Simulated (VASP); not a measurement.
**ScHBr2: single point with PBE**

Crystal: ScHBr2.

```
Sc H Br
1.0
     4.00754    0.00000    0.00000
     0.00000    4.00754    0.00000
     0.00000    0.00000    5.67919
Sc H Br
1 1 2
Cartesian
  2.0038 2.0038 2.8396
  0.0000 0.0000 0.0000
  0.0000 0.0000 2.8396
  2.0038 2.0038 0.0000
```

The cell was built from a structure type or drawn by symmetry, and may not be a known phase.

```json
{"Program": "VASP 6.6.1", "Task": "single point", "Functional": "PBE", "Potentials or basis": "VASP PAW PBE potentials, release 64 (Sc_sv, H, Br)", "Cutoff": "520 eV", "k mesh": "4 × 4 × 4", "Occupations": "gaussian, width 0.1 eV", "Spin": "no spin polarisation"}
```

- Pressure: -4.4 GPa
- Band gap on the k mesh: zero (bands 13 and 14 overlap by 1.75 eV)

Stress tensor (GPa, compression positive):
```
-2.58  0.00  0.00
 0.00 -2.58  0.00
 0.00  0.00 -8.13
```

Levels at points of the mesh, in eV from the Fermi level:
| k point | band 9 | band 10 | band 11 | band 12 | band 13 | band 14 | band 15 | band 16 | band 17 | band 18 |
| --- | --- | --- | --- | --- | --- | --- | --- | --- | --- | --- |
| (0.00, 0.00, 0.00) | -4.99 | -3.41 | -2.59 | -2.59 | -1.31 | -1.18 | 0.14 | 0.36 | 0.43 | 0.43 |
| (0.50, 0.00, 0.00) | -4.83 | -4.61 | -4.36 | -2.53 | 0.57 | 0.66 | 0.67 | 0.72 | 0.88 | 2.47 |
| (0.50, 0.50, 0.00) | -4.35 | -4.11 | -3.51 | -3.51 | -1.24 | -0.32 | -0.32 | 0.58 | 0.98 | 1.13 |
| (0.00, 0.00, 0.50) | -4.94 | -4.94 | -2.86 | -2.86 | -1.16 | -0.28 | 0.14 | 0.37 | 0.93 | 0.93 |
| (0.50, 0.00, 0.50) | -5.55 | -4.76 | -3.23 | -2.67 | 0.42 | 0.77 | 1.02 | 1.68 | 2.43 | 2.47 |
| (0.50, 0.50, 0.50) | -4.91 | -4.75 | -3.98 | -3.98 | -0.23 | 0.49 | 0.49 | 0.88 | 0.98 | 1.13 |

It took 66 s on 1 thread of AMD EPYC 7R43 64-Core Processor (Zen 3) (shared host), peak memory 0.15 GiB.

Caveat: the k points lie up to 0.39 Å⁻¹ apart, too coarse for converged energies and pressures of a metal.
